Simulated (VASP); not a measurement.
A run of VASP 6.6.1:

POSCAR

```
CaF2
1.0
    0.0000000000      2.7337817161      2.7337817161
    2.7337817161      0.0000000000      2.7337817161
    2.7337817161      2.7337817161      0.0000000000
Ca F
1 2
Direct
    0.0000000000      0.0000000000      0.0000000000
    0.2500000000      0.2500000000      0.2500000000
    0.7500000000      0.7500000000      0.7500000000
```

The input INCAR.step1:

```
SYSTEM = CaF2
  PREC = Accurate
  ENCUT = 520
  EDIFF = 1E-5
  ISMEAR = -1
  SIGMA = 0.02
  LREAL = .False.
  LASPH = .True.
  NELM = 120
  ALGO = Normal
  ISIF = 2
  LWAVE = .True.
  GGA = PE
  NBANDS = 19
  GGA_COMPAT = .False.
```

Contents of INCAR.step2:

```
SYSTEM = CaF2
  PREC = Accurate
  ENCUT = 520
  EDIFF = 1E-6
  ISMEAR = -1
  SIGMA = 0.02
  LREAL = .False.
  LASPH = .True.
  NELM = 120
  ALGO = Normal
  ISIF = 2
  LWAVE = .False.
  LCHARG = .True.
  GGA = PE
  LHFCALC = .True.
  HFSCREEN = 0.2079
  PRECFOCK = Normal
  LELF = .True.
  LVHAR = .True.
  ISTART = 1
  NBANDS = 19
  GGA_COMPAT = .False.
```

Contents of KPOINTS:

```
Automatic mesh
0
Gamma
  6 6 6
  0 0 0
```

Potentials or basis: VASP PAW PBE potentials, release 64 (Ca_sv, F).

The run is started by

```bash
$ cat potpaw_PBE.64/Ca_sv/POTCAR potpaw_PBE.64/F/POTCAR > POTCAR
$ cp INCAR.step1 INCAR
$ mpirun -np 1 vasp_std > vasp.out
$ cp INCAR.step2 INCAR
$ mpirun -np 1 vasp_std > vasp.out
```

Hardware: 1 thread of Intel(R) Xeon(R) Platinum 8259CL CPU @ 2.50GHz (Skylake/Cascade Lake), on a shared host.

Q: Estimate the wall time of this run.

A: It took 84 min on 1 thread of Intel(R) Xeon(R) Platinum 8259CL CPU @ 2.50GHz (Skylake/Cascade Lake) (shared host), peak memory 0.29 GiB. Counts: k points 16.
